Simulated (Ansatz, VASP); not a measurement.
## One calculation of BN, two programs

```
B N
1.0
     0.00000    1.80482    1.80482
     1.80482    0.00000    1.80482
     1.80482    1.80482    0.00000
B N
1 1
Direct
  0.00000 0.00000 0.00000
  0.25000 0.25000 0.25000
```

Alike in both runs: task single point; functional r2SCAN; k mesh 12 × 12 × 12; no spin polarisation.

|  | VASP | Ansatz |
| --- | --- | --- |
| version | VASP 6.6.1 | Ansatz 0.2.0 |
| potentials or method | VASP PAW PBE potentials, release 64 (B_h, N_h) | plane waves, PAW |
| plane-wave cutoff (eV) | 1460 | 500 |
| occupations | gaussian, width 0.01 eV | fixed |
| valence electrons in the cell | 8 | 8 |

VASP gave:

* gap on the k mesh at the Fermi level (eV): 5.00
* pressure (GPa): -0.4

Problem. Which values does Ansatz return?

Solution. gap on the k mesh at the Fermi level (eV): 5.00; pressure (GPa): 0.0.

VASP's potentials were made for PBE, not for r2SCAN.
